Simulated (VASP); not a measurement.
Write the native input for VASP 6.6.1 that does the following.

```
Task                   : single point
Functional             : PBE
Potentials or basis    : VASP PAW PBE potentials, release 64 (Si)
Cutoff                 : 500 eV
k mesh                 : 15 × 15 × 15
Occupations            : fermi-dirac, width 0.1 eV
Spin                   : no spin polarisation
Dipole correction      : no
Further INCAR settings : ALGO = Normal; EDIFF = 1e-06; NBANDS = 8
```

The structure of Si lies in POSCAR:

```
Si
1.0
    0.0000000000      1.6700000000      1.6700000000
    1.6700000000      0.0000000000      1.6700000000
    1.6700000000      1.6700000000      0.0000000000
Si
1
Direct
    0.0000000000      0.0000000000      0.0000000000
```

One way to write it, as run:

INCAR

```
SYSTEM = Si
PREC     = Accurate       ! precision mode
ENCUT    = 500            ! plane-wave cutoff, eV
EDIFF    = 1E-6           ! SCF threshold, eV
ISMEAR   = -1             ! smearing method
SIGMA    = 0.1            ! smearing width, eV
LREAL    = .False.        ! projectors in reciprocal space
LASPH    = .True.         ! aspherical terms in the spheres
NELM     = 120            ! most SCF steps
ALGO     = Normal         ! electronic algorithm
ISIF     = 2              ! what is computed and relaxed
LWAVE    = .False.        ! write WAVECAR
LCHARG   = .False.        ! write CHGCAR
GGA      = PE             ! functional
NBANDS   = 8              ! bands
GGA_COMPAT= .False.
```

KPOINTS

```
Automatic mesh
0
Gamma
  15 15 15
  0 0 0
```

Potentials or basis: VASP PAW PBE potentials, release 64 (Si).

Run with:

```console
$ cat potpaw_PBE.64/Si/POTCAR > POTCAR
$ mpirun -np 1 vasp_std > vasp.out
```

Results of the run:

| Quantity | Value |
| --- | --- |
| Pressure | 94.3 GPa |
| Band gap on the k mesh | zero (band 2 reaches 30.90 eV, above the bottom of band 3 at 13.99 eV) |

It took 3.4 s on 1 thread of Intel(R) Xeon(R) 6975P-C (Granite Rapids) (shared host), peak memory 0.11 GiB.
